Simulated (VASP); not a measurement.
## Al3B2P: single point with PBE

Crystal: Al3B2P.

```
Al B P
1.0
     3.09086   -5.35934    0.04019
     3.09086    5.35934    0.04019
    -0.02815    0.00000    2.54905
Al B P
3 2 1
Direct
  0.00000 0.50000 0.50000
  0.50000 0.00000 0.50000
  0.50000 0.50000 0.50000
  0.66659 0.33341 0.00000
  0.33341 0.66659 0.00000
  0.00000 0.00000 0.00000
```

```yaml
Program: VASP 6.6.1
Task: single point
Functional: PBE
Potentials_or_basis: VASP PAW PBE potentials, release 64 (Al, B, P)
Cutoff: 520 eV
k_mesh: 4 × 4 × 6
Occupations: gaussian, width 0.1 eV
Spin: no spin polarisation
```

```json
{
 "Pressure": "0.0 GPa",
 "Band gap on the k mesh": "zero (band 10 reaches 9.35 eV, above the bottom of band 11 at 6.19 eV)"
}
```

Levels at points of the mesh, in eV from the Fermi level:
| k point | band 7 | band 8 | band 9 | band 10 | band 11 | band 12 |
| --- | --- | --- | --- | --- | --- | --- |
| (0.00, 0.00, 0.00) | -5.60 | -1.15 | -1.14 | 1.73 | 4.38 | 4.62 |
| (0.50, 0.00, 0.00) | -3.39 | -2.93 | -2.27 | -0.08 | 2.54 | 2.58 |
| (0.50, 0.50, 0.00) | -3.39 | -2.94 | -2.28 | -0.10 | 2.56 | 2.59 |
| (0.00, 0.00, 0.50) | -3.71 | -3.71 | -1.39 | -1.39 | 0.44 | 0.45 |
| (0.50, 0.00, 0.50) | -4.03 | -1.94 | -0.80 | -0.53 | 0.17 | 0.64 |
| (0.50, 0.50, 0.50) | -4.03 | -1.94 | -0.80 | -0.52 | 0.17 | 0.64 |

Run time: 22 s on 1 thread of Intel(R) Xeon(R) 6975P-C (Granite Rapids), with other jobs on the host, peak memory 0.22 GiB.

Caveat: the k points lie up to 0.41 Å⁻¹ apart.
